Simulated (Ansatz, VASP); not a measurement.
One calculation of NaCl, two programs

```
CELL_PARAMETERS angstrom
0.00000 2.79394 2.79394
2.79394 0.00000 2.79394
2.79394 2.79394 0.00000
ATOMIC_POSITIONS crystal
Na 0.00000 0.00000 0.00000
Cl 0.50000 0.50000 0.50000
```

Alike in both runs: task single point; functional PBE; k mesh 8 × 8 × 8; no spin polarisation.

```csv
,VASP,Ansatz
version,VASP 6.6.1,Ansatz 0.2.0
potentials or method,"VASP PAW PBE potentials, release 64 (Na_pv, Cl), cutoff 500 eV",PAW plane waves
occupations,"fermi-dirac, width 0.1 eV",fermi-dirac
valence electrons in the cell,14,16
```

Ansatz gave:

```
gap on the k mesh at the Fermi level (eV) : 5.22
pressure (GPa)                            : 1.6
```

Task: What did VASP give for the same quantities?

Result: gap on the k mesh at the Fermi level (eV): 5.22; pressure (GPa): 1.5.

VASP's potentials hold 14 valence electrons a cell and Ansatz's 16, so a difference there can come from the potentials and not from the codes.
